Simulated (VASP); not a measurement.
MnO2: single point with PBEsol

MnO2:

```
Mn O
1.0
     2.83986    0.00000    0.00000
    -1.41993    2.45939    0.00000
     0.00000    0.00000   11.14255
Mn O
2 4
Direct
  0.00000 0.00000 0.50000
  0.00000 0.00000 0.00000
  0.66667 0.33333 0.41474
  0.66667 0.33333 0.08526
  0.33333 0.66667 0.58526
  0.33333 0.66667 0.91474
```

```yaml
Program: VASP 6.6.1
Task: single point
Functional: PBEsol
Potentials_or_basis: VASP PAW PBE potentials, release 64 (Mn_pv, O)
Cutoff: 520 eV
k_mesh: 11 × 11 × 3
Occupations: fermi-dirac, width 0.05 eV
Spin: collinear spin, ferromagnetic start
Starting_moments: "[4.0, 4.0, 0.0, 0.0, 0.0, 0.0] μB"
```

```json
{
  "Pressure": "0.8 GPa",
  "Largest force": "0.086 eV/Å",
  "Band gap on the k mesh": "0.78 eV (least direct gap 0.82 eV)",
  "Net moment": "6.00 μB per cell",
  "Site moments": "Mn +2.82; O +0.05 μB",
  "Valence electrons inside the program's atomic spheres": "Mn 11.81; O 4.98"
}
```

Forces on the atoms (eV/Å):
```
Mn   0.000  0.000  0.000
Mn   0.000  0.000  0.000
O    0.000  0.000 -0.086
O    0.000  0.000  0.086
O    0.000  0.000  0.086
O    0.000  0.000 -0.086
```

Stress tensor (GPa, compression positive):
```
1.00 0.00 0.00
0.00 1.00 0.00
0.00 0.00 0.55
```

Levels at points of the mesh, in eV from the valence-band top:
Spin up:
```
           k point  band 24  band 25  band 26  band 27  band 28  band 29  band 30  band 31  band 32  band 33
(0.00, 0.00, 0.00)    -1.41    -1.40    -1.40    -0.17    -0.04     2.99     2.99     2.99     2.99     6.70
```
Spin down:
| k point | band 19 | band 20 | band 21 | band 22 | band 23 | band 24 | band 25 | band 26 |
| --- | --- | --- | --- | --- | --- | --- | --- | --- |
| (0.00, 0.00, 0.00) | -1.31 | -1.31 | -1.31 | -1.31 | 0.78 | 0.78 | 0.79 | 0.79 |

Wall time 6.9 min on 1 thread of Oxide Virtual Turin-like Processor, on a shared host, peak memory 0.28 GiB.

Caveat: semilocal functionals underestimate gaps, and a narrow one can read as zero; the PAW data sets were made with another functional, which shifts forces and pressure a little; the run started ferromagnetic, and an antiferromagnetic order may lie lower in energy. A k mesh can miss the band edges.
